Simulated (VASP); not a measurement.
A run of VASP 6.6.1 is set up as follows.

INCAR

```
SYSTEM = BN
PREC = Accurate ; ENCUT = 520
EDIFF = 1E-6 ; ISMEAR = 0
SIGMA = 0.05 ; LREAL = .FALSE.
LASPH = .TRUE. ; NELM = 80
ALGO = Normal ; ISIF = 2
LWAVE = .FALSE. ; LCHARG = .FALSE.
GGA = PE ; NBANDS = 36
```

The input KPOINTS:

```
regular mesh
0
G
  10 10 2
  0 0 0
```

The input POSCAR:

```
BN
1.0
    1.8130010000     -1.8130010000      0.0000000000
    1.8130010000      0.0000000000     -1.8130010000
    8.9840548076      8.9840548076      8.9840548076
B N
6 6
Direct
    0.6666666667      0.6666666667      0.0504236145
    0.0000000000      0.0000000000      0.7230972342
    0.3333333333      0.3333333333      0.1849583385
    0.6666666667      0.6666666667      0.4540277863
    0.0000000000      0.0000000000      0.3194930624
    0.3333333333      0.3333333333      0.5885625103
    0.6666666667      0.6666666667      0.3531267434
    1.0000000000      1.0000000000      0.2185920194
    0.3333333333      0.3333333333      0.4876614673
    0.6666666667      0.6666666667      0.7567309152
    0.0000000000      0.0000000000      0.6221961912
    0.3333333333      0.3333333333      0.0840572955
```

Potentials or basis: VASP PAW PBE potentials, release 64 (B, N).

Command:

```bash
$ cat potpaw_PBE.64/B/POTCAR potpaw_PBE.64/N/POTCAR > POTCAR
$ mpirun -np 1 vasp_std > vasp.out
```

Problem. Predict the largest force.

Solution. 3.299 eV/Å.

Problem. What does it give for the pressure?

Solution. -3.0 GPa.

Problem. What does it give for the band gap on the k mesh?

Solution. Zero (bands 24 and 25 overlap by 0.34 eV).

Forces on the atoms (eV/Å):
```
B    0.682  0.682  0.682
B    1.904  1.904  1.904
B    0.468  0.468  0.468
B    0.325  0.325  0.325
B    0.316  0.316  0.316
B    0.458  0.458  0.458
N   -0.311 -0.311 -0.311
N   -0.317 -0.317 -0.317
N   -0.352 -0.352 -0.352
N   -1.331 -1.331 -1.331
N   -0.744 -0.744 -0.744
N   -1.100 -1.100 -1.100
```

Caveat: the cell differs from its parent crystal (the distance across one plane changed); the cell stands under tension; semilocal functionals underestimate gaps, and a narrow one can read as zero; forces of over 1 eV/Å act on the atoms, so gaps and moduli don't describe the material at rest.
